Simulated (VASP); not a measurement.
Write the native input for VASP 6.6.1 that does the following.

| Item | Value |
| --- | --- |
| Task | relaxation of the atoms |
| Functional | PBE |
| Dispersion | D3(BJ) |
| Potentials or basis | VASP PAW PBE potentials, release 64 (Sb, In_d) |
| Cutoff | 520 eV |
| k mesh | 6 × 6 × 1 |
| Occupations | gaussian, width 0.1 eV |
| Spin | no spin polarisation |
| Dipole correction | yes |
| Atoms held fixed (from 0) | [0, 2] |
| Further INCAR settings | ALGO = Normal; EDIFF = 1e-06; IBRION = 2; EDIFFG = -0.03; NSW = 70 |

The structure of InSb lies in POSCAR:

```
InSb
1.0
    4.6293886023      0.0000000000      0.0000000000
   -2.3146943012      4.0091681336      0.0000000000
    0.0000000000      0.0000000000     18.7248499570
Sb In
2 2
Selective dynamics
Direct
    0.0000000000      0.0000000000      0.3738347712  F F F
    0.3333333333      0.6666666667      0.5756991373  T T T
    0.3333333333      0.6666666667      0.4243008627  F F F
    0.6666666667      0.3333333333      0.6261652288  T T T
```

One way to write it, as run:

INCAR

```
SYSTEM = InSb
ALGO = Normal
DIPOL = 0.5 0.5 0.500
EDIFF = 1E-6
EDIFFG = -0.03
ENCUT = 520
GGA = PE
IBRION = 2
IDIPOL = 3
ISIF = 2
ISMEAR = 0
IVDW = 12
LASPH = .TRUE.
LCHARG = .FALSE.
LDIPOL = .TRUE.
LREAL = .FALSE.
LWAVE = .FALSE.
NELM = 80
NSW = 70
PREC = Accurate
SIGMA = 0.1
```

KPOINTS

```
k-points
0
G
  6 6 1
  0 0 0
```

Potentials or basis: VASP PAW PBE potentials, release 64 (Sb, In_d).

The run is started by

```sh
$ cat potpaw_PBE.64/Sb/POTCAR potpaw_PBE.64/In_d/POTCAR > POTCAR
$ mpirun -np 1 vasp_std > vasp.out
```

Results of the run:

The energy gained by relaxing is 11.6 meV/atom. The ionic steps are 9 and the band gap on the k mesh is zero (filled and empty bands touch). The dispersion energy per atom is -0.220 eV.

Caveat: spin-orbit coupling is left out, which moves the levels of the heavy elements.

It took 12 min on 1 thread of Intel Xeon 8259CL, on a shared host, peak memory 0.5 GiB.
